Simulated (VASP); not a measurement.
A run of VASP 6.6.1 is set up as follows.

The input INCAR:

```
  ALGO = Normal
  EDIFF = 1E-6
  EDIFFG = -0.3
  ENCUT = 520
  IBRION = 2
  ISIF = 2
  ISMEAR = -1
  LASPH = T
  LCHARG = F
  LREAL = Auto
  LWAVE = F
  NELM = 100
  NSW = 35
  PREC = Accurate
  SIGMA = 0.05
```

The input KPOINTS:

```
k-points
0
Gamma
  1 1 1
```

File POSCAR:

```
SiH4CO
1.0
    9.9159620000      0.0000000000      0.0000000000
    0.0000000000      9.9159620000      0.0000000000
    0.0000000000      0.0000000000      9.9159620000
O C Si H
5 5 5 20
Direct
    0.1866181000      0.3643296000      0.4149194000
    0.8750591000      0.4055220000      1.0301266000
    0.6454444000      0.5474383000      0.3078631000
    0.6343602000      0.1310810000      0.5400188000
    0.3175591000      0.9779583000      0.9477773000
    0.1631989000      0.3851263000      0.3032185000
    0.9383669000      0.3314636000      0.9671540000
    0.6905721000      0.6153162000      0.3904109000
    0.7475902000      0.1434838000      0.5620009000
    0.3184922000      0.8706343000      0.9037461000
    0.2181930000      0.5669952000      0.8841215000
    0.9970058000      0.0309704000      0.2747001000
    0.8030855000      0.8188650000      0.6468868000
    0.6195359000      0.2241971000      0.0150297000
    0.1717474000      0.1395062000      0.7471563000
    0.2803176000      0.6629259000      0.9805640000
    0.1407445000      0.4636476000      0.9595159000
    0.1262492000      0.6410841000      0.7923584000
    0.3254606000      0.5003232000      0.8040478000
    0.9819104000     -0.0788204000      0.1742939000
    0.8835951000      0.1274110000      0.2605389000
    0.9961782000     -0.0270608000      0.4125225000
    1.1263395000      0.1023518000      0.2514452000
    0.6994870000      0.8799420000      0.7357702000
    0.8261468000      0.6768059000      0.6875156000
    0.7558608000      0.8231102000      0.5050590000
    0.9308473000      0.8956018000      0.6592023000
    0.6099697000      0.3482031000      0.0980617000
    0.5357042000      0.1165849000      0.0763093000
    0.5704828000      0.2529156000     -0.1232900000
    0.7619868000      0.1790847000      0.0090379000
    0.1993265000     -0.0067206000      0.7323091000
    0.0525424000      0.1590512000      0.8353122000
    0.2905318000      0.2066773000      0.8083252000
    0.1445890000      0.1990168000      0.6126788000
```

Potentials or basis: VASP PAW LDA potentials, release 64 (O, C, Si, H).

Launch:

```console
$ cat potpaw_LDA.64/O/POTCAR potpaw_LDA.64/C/POTCAR potpaw_LDA.64/Si/POTCAR potpaw_LDA.64/H/POTCAR > POTCAR
$ mpirun -np 1 vasp_gam > vasp.out
```

Question: What does it give for the energy gained by relaxing?

Answer: 13.3 meV/atom.

Question: Predict the band gap on the k mesh.

Answer: 5.13 eV.

The path:
| step | energy change (eV) | largest force (eV/Å) | pressure (GPa) |
| --- | --- | --- | --- |
| 1 | 0.0000 | 1.9958 | -0.10 |
| 2 | 8.6592 | 34.6693 | 7.98 |
| 3 | -0.0703 | 0.7366 | 0.48 |
| 4 | -0.0710 | 0.6527 | 0.43 |
| 5 | -0.1380 | 0.5933 | 0.19 |
| 6 | -0.1852 | 0.6149 | -0.25 |
| 7 | -0.2122 | 0.6741 | -0.20 |
| 8 | -0.2190 | 1.5547 | -0.15 |
| 9 | -0.2327 | 1.4120 | -0.18 |
| 10 | -0.2675 | 0.9885 | -0.28 |
| 11 | -0.3030 | 0.7328 | -0.51 |
| 12 | -0.3037 | 0.9817 | -0.55 |
| 13 | -0.3202 | 0.4532 | -0.51 |
| 14 | -0.3418 | 1.1481 | -0.39 |
| 15 | -0.3571 | 0.9582 | -0.37 |
| 16 | -0.3932 | 0.5543 | -0.34 |
| 17 | -0.4058 | 1.9131 | -0.31 |
| 18 | -0.4123 | 0.9793 | -0.32 |
| 19 | -0.4316 | 0.9140 | -0.27 |
| 20 | -0.4532 | 1.2998 | -0.19 |
| 21 | -0.4646 | 0.4617 | 0.00 |
| 22 | -0.4649 | 0.2584 | -0.03 |

Caveat: the k points lie up to 0.63 Å⁻¹ apart; the relaxation stopped at a loose force limit of 0.3 eV/Å, so its end isn't a converged minimum.
